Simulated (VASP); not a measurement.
Here is a VASP 6.6.1 calculation.

INCAR

```
SYSTEM = SiSbTe3
ALGO = Normal ; EDIFF = 1E-6
EDIFFG = -0.04 ; ENCUT = 600
GGA = PE ; IBRION = 2
ISIF = 3 ; ISMEAR = 0
LASPH = .TRUE. ; LCHARG = .FALSE.
LREAL = .FALSE. ; LWAVE = .FALSE.
NELM = 60 ; NSW = 90
PREC = Accurate ; SIGMA = 0.1
```

File KPOINTS:

```
k-points
0
G
  4 4 4
  0 0 0
```

The input POSCAR:

```
SiSbTe3
1.0
    5.2010171100      0.0000000000      0.0000000000
    0.0000000000      5.2010171100      0.0000000000
    0.0000000000      0.0000000000      5.2010171100
Si Sb Te
1 1 3
Direct
    0.5000000000      0.5000000000      0.5000000000
    0.0000000000      0.0000000000      0.0000000000
    0.5000000000      0.0000000000      0.0000000000
    0.0000000000      0.5000000000      0.0000000000
    0.0000000000      0.0000000000      0.5000000000
```

Potentials or basis: VASP PAW PBE potentials, release 64 (Si, Sb, Te).

The run is started by

```sh
$ cat potpaw_PBE.64/Si/POTCAR potpaw_PBE.64/Sb/POTCAR potpaw_PBE.64/Te/POTCAR > POTCAR
$ mpirun -np 1 vasp_std > vasp.out
```

(1) Estimate the space group after relaxing (to 0.05 Å).

(2) Estimate the relaxed cell.

Answers

(1) Pm-3m (No. 221).

(2) a = 5.723 Å, b = 5.723 Å, c = 5.723 Å, α = 90.00°, β = 90.00°, γ = 90.00°.
